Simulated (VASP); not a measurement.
# Sb (Pm-3m) in VASP: further runs, part 2 of 2

VASP 6.6.1. Earlier steps stand in the parts before.

### 4 Single point, PBEsol (volume scaled by 1.02)

The input, INCAR:

```
SYSTEM = Sb
ALGO = Normal
EDIFF = 1E-7
ENCUT = 520
GGA = PS
ISIF = 2
ISMEAR = -1
LASPH = .True.
LCHARG = .False.
LREAL = .False.
LWAVE = .False.
NBANDS = 8
NELM = 60
PREC = Accurate
SIGMA = 0.05
```

The input, KPOINTS:

```
k-points
0
Gamma
  8 8 8
  0 0 0
```

The input, POSCAR:

```
Sb
1.0
    3.1809277622      0.0000000000      0.0000000000
    0.0000000000      3.1809277622      0.0000000000
    0.0000000000      0.0000000000      3.1809277622
Sb
1
Direct
    0.0000000000      0.0000000000      0.0000000000
```

Potentials or basis: VASP PAW PBE potentials, release 64 (Sb).

On the command line:

```bash
$ cat potpaw_PBE.64/Sb/POTCAR > POTCAR
$ mpirun -np 1 vasp_std > vasp.out
```

OUTCAR:

```text
SYSTEM = Sb
   EDIFF = 1E-7
   ENCUT = 520
   GGA = PS
   ISIF = 2
   ISMEAR = -1
   LASPH = .True.
   LREAL = .False.
   NELM = 60
   PREC = Accurate

 ion  position               nearest neighbor table
   1  0.000  0.000  0.000-

  LATTYP: Found a simple cubic cell.
 ALAT       =     3.1809277622

  Lattice vectors:

 A1 = (   3.1809277622,   0.0000000000,   0.0000000000)
 A2 = (   0.0000000000,   3.1809277622,   0.0000000000)
 A3 = (   0.0000000000,   0.0000000000,   3.1809277622)

Analysis of symmetry for initial positions (statically):
=====================================================================
 Subroutine PRICEL returns:
 Original cell was already a primitive cell.

 Routine SETGRP: Setting up the symmetry group for a
 simple cubic supercell.

 Subroutine GETGRP returns: Found 48 space group operations
 (whereof 48 operations were pure point group operations)
 out of a pool of 48 trial point group operations.

The static configuration has the point symmetry O_h .

Analysis of symmetry for dynamics (positions and initial velocities):
=====================================================================
 Subroutine PRICEL returns:
 Original cell was already a primitive cell.

 Routine SETGRP: Setting up the symmetry group for a
 simple cubic supercell.

 Subroutine GETGRP returns: Found 48 space group operations
 (whereof 48 operations were pure point group operations)
 out of a pool of 48 trial point group operations.

The dynamic configuration has the point symmetry O_h .

 Subroutine INISYM returns: Found 48 space group operations
 (whereof 48 operations are pure point group operations),
 and found     1 'primitive' translations

----------------------------------------------------------------------------------------

                                     Primitive cell

  volume of cell :      32.1856

[... 102 lines left out ...]
   EFERMI_NEDOS =   21; number of points for ismear=-14 and -15
   IALGO  =     38    algorithm
   IMIX   =      4    mixing-type and parameters
     AMIX     =   0.40;   BMIX     =  1.00
     AMIX_MAG =   1.60;   BMIX_MAG =  1.00
  volume/ion in A,a.u.               =      32.19       217.20
  Fermi-wavevector in a.u.,A,eV,Ry     =   0.880057  1.663067 10.537728  0.774501
  Thomas-Fermi vector in A             =   2.000366
   LORBIT       =      0    0 simple, 1 ext, 2 COOP (PROOUT), +10 PAW based schemes
   GGA     = PS    functional components
   LHFCALC =     F    Hartree Fock is set to
   AEXX    =    0.0000 exact exchange contribution
   IVDW    =     0    specifies the selected vdW correction
   LEPSILON=     F    determine dielectric tensor
   LRPA    =     F    only Hartree local field effects (RPA)
 non-spin polarized calculation
  energy-cutoff  :      520.00
  volume of cell :       32.19
 maximum number of plane-waves:       912
 NGX is ok and might be reduce to    24
   NGX = 11   NGY = 11   NGZ = 11

 number of electron       5.0000001 magnetization

 Free energy of the ion-electron system (eV)
  ---------------------------------------------------
  ext. energy  EPLUGINS =         0.00000000
  ---------------------------------------------------
  free energy    TOTEN  =        -4.45795274 eV

  energy without entropy =       -4.45058327  energy(sigma->0) =       -4.45426801

 E-fermi :   6.0095     XC(G=0):  -9.4392

 val. band max:        6.0009745021   @ k =   0.3750   0.2500   0.1250
 cond. band min:       6.1841445590   @ k =   0.2500   0.2500   0.2500
 fundamental gap:      0.1831700569
 Fermi energy:         6.0094863956

 k-point     1 :       0.0000    0.0000    0.0000
  band No.  band energies     occupation
      1      -5.7783      2.00000
      2       9.1311      0.00000
      3       9.1311      0.00000
      4       9.1311      0.00000
      5      12.9391      0.00000
      6      12.9391      0.00000
      7      13.7423      0.00000
      8      23.3530      0.00000
[... 243 lines left out ...]
 k-point    24 :       0.5000    0.3750    0.1250
  band No.  band energies     occupation
      1      -1.7102      2.00000
      2       2.6505      2.00000
      3       4.1031      2.00000
      4       9.4783      0.00000
      5      10.5573      0.00000
      6      15.6253      0.00000
      7      16.8854      0.00000
      8      19.5699      0.00000

 [... further k-points ...]
[... 5 lines left out ...]
  --------------------------------------------------------------------------------------
  -------------------------------------------------------------------------------------
  Total       -1.0899059     -1.0899059     -1.0899059      0.0000000      0.0000000     -0.0000000
  in kB      -54.2547983    -54.2547983    -54.2547983      0.0000000      0.0000000     -0.0000000
  external PRESSURE =     -54.2547983 kB  Pullay stress =       0.0000000 kB

 VOLUME and BASIS-vectors are now :
 -----------------------------------------------------------------------------
  energy-cutoff  :      520.00
  volume of cell :       32.19
      direct lattice vectors                 reciprocal lattice vectors
     3.180927762  0.000000000  0.000000000     0.314373691  0.000000000  0.000000000
     0.000000000  3.180927762  0.000000000     0.000000000  0.314373691  0.000000000
     0.000000000  0.000000000  3.180927762     0.000000000  0.000000000  0.314373691

 POSITION                                       TOTAL-FORCE (eV/Angst)
 -----------------------------------------------------------------------------------
      0.00000      0.00000      0.00000         0.000000      0.000000      0.000000
 -----------------------------------------------------------------------------------
    total drift:                               -0.000000      0.000000      0.000000

  FREE ENERGIE OF THE ION-ELECTRON SYSTEM (eV)
  ---------------------------------------------------
  free  energy   TOTEN  =        -4.4579527379 eV

  energy  without entropy=       -4.4505832747  energy(sigma->0) =       -4.45426801
```

OSZICAR:

```text
N       E                     dE             d eps       ncg     rms          rms(c)
DAV:   1     0.520188649917E+01    0.52019E+01   -0.17045E+03   560   0.416E+02
DAV:   2    -0.435012502591E+01   -0.95520E+01   -0.94078E+01   808   0.536E+01
DAV:   3    -0.445876103177E+01   -0.10864E+00   -0.10861E+00   608   0.661E+00
DAV:   4    -0.445927052321E+01   -0.50949E-03   -0.50949E-03   888   0.569E-01
DAV:   5    -0.445927247627E+01   -0.19531E-05   -0.19529E-05   680   0.216E-02    0.160E+00
DAV:   6    -0.445845451527E+01    0.81796E-03   -0.10089E-03   712   0.166E-01    0.934E-01
DAV:   7    -0.445794829863E+01    0.50622E-03   -0.21784E-03   600   0.242E-01    0.630E-02
DAV:   8    -0.445795222864E+01   -0.39300E-05   -0.56759E-05   760   0.494E-02    0.577E-03
DAV:   9    -0.445795297927E+01   -0.75064E-06   -0.90217E-07   784   0.701E-03    0.232E-03
DAV:  10    -0.445795269928E+01    0.27999E-06   -0.29165E-07   704   0.262E-03    0.276E-04
DAV:  11    -0.445795273785E+01   -0.38572E-07   -0.54692E-09   424   0.473E-04
   1 F= -.44579527E+01 E0= -.44542680E+01  d E =-.736946E-02
```

It took 2.5 s on 1 thread of Intel Xeon 6975P-C (Granite Rapids), shared host; peak memory 0.13 GiB.

What came out:

| Quantity | Value |
| --- | --- |
| Free energy | -4.4580 eV |
| Pressure | -5.4 GPa |

Levels at points of the mesh, in eV from the Fermi level:
| k point | band 1 | band 2 | band 3 | band 4 | band 5 | band 6 | band 7 |
| --- | --- | --- | --- | --- | --- | --- | --- |
| (0.00, 0.00, 0.00) | -11.79 | 3.12 | 3.12 | 3.12 | 6.93 | 6.93 | 7.73 |
| (0.50, 0.00, 0.00) | -9.63 | -5.04 | 4.89 | 4.89 | 8.90 | 10.36 | 10.95 |
| (0.50, 0.50, 0.00) | -7.38 | -3.15 | -3.15 | 2.44 | 6.65 | 12.34 | 13.06 |
| (0.50, 0.50, 0.50) | -4.92 | -1.41 | -1.41 | -1.41 | 4.97 | 4.97 | 4.97 |

Caveat: the PAW data sets were made with another functional, which shifts forces and pressure a little; spin-orbit coupling is left out, which moves the levels of the heavy elements.

### 5 Single point, PBEsol (volume scaled by 1.06)

The input, INCAR:

```
SYSTEM = Sb
PREC = Accurate ; ENCUT = 520
EDIFF = 1E-6 ; ISMEAR = -1
SIGMA = 0.05 ; LREAL = .False.
LASPH = .True. ; NELM = 100
ALGO = Normal ; ISIF = 2
LWAVE = .False. ; LCHARG = .True.
GGA = PS ; LELF = .True.
LVHAR = .True. ; NBANDS = 8
```

The input, KPOINTS:

```
regular mesh
0
Gamma
  8 8 8
  0 0 0
```

The input, POSCAR:

```
Sb
1.0
    3.2219765189      0.0000000000      0.0000000000
    0.0000000000      3.2219765189      0.0000000000
    0.0000000000      0.0000000000      3.2219765189
Sb
1
Direct
    0.0000000000      0.0000000000      0.0000000000
```

On the command line:

```bash
$ cat potpaw_PBE.64/Sb/POTCAR > POTCAR
$ mpirun -np 1 vasp_std > vasp.out
```

Run time: 2.4 s. Hardware: 1 thread of Intel Xeon 6975P-C (Granite Rapids), shared host; peak memory 0.13 GiB.

Results (log left out):

```yaml
Free_energy: -4.4098 eV
Pressure: -6.7 GPa
```

Levels at points of the mesh, in eV from the Fermi level:
| k point | band 1 | band 2 | band 3 | band 4 | band 5 | band 6 | band 7 | band 8 |
| --- | --- | --- | --- | --- | --- | --- | --- | --- |
| (0.00, 0.00, 0.00) | -11.53 | 3.02 | 3.02 | 3.02 | 6.89 | 6.89 | 7.51 | 17.11 |
| (0.50, 0.00, 0.00) | -9.50 | -4.80 | 4.68 | 4.68 | 8.80 | 10.24 | 10.63 | 11.16 |
| (0.50, 0.50, 0.00) | -7.39 | -3.00 | -3.00 | 2.57 | 6.31 | 12.04 | 12.93 | 12.94 |
| (0.50, 0.50, 0.50) | -5.12 | -1.34 | -1.34 | -1.34 | 5.02 | 5.02 | 5.02 | 7.12 |

Caveat: the PAW data sets were made with another functional, which shifts forces and pressure a little; spin-orbit coupling is left out, which moves the levels of the heavy elements.

### 6 Overview

| cell | gap on the mesh (eV) | pressure (GPa) |
| --- | --- | --- |
| a = 3.095 Å, 1 atom | none | -1.5 |
| a = 3.139 Å, 1 atom | none | -3.7 |
| a = 3.181 Å, 1 atom | none | -5.4 |
| a = 3.222 Å, 1 atom | none | -6.7 |

Alike in all rows: task single point; level PBEsol; potentials or basis VASP PAW PBE potentials, release 64 (Sb); no spin polarisation; k mesh 8 × 8 × 8; cutoff (eV) 520; smearing fermi-dirac 0.05 eV.

Caveats: the PAW data sets were made with another functional, which shifts forces and pressure a little; spin-orbit coupling is left out, which moves the levels of the heavy elements.

Absolute energies hang on the potentials; compare differences alone.
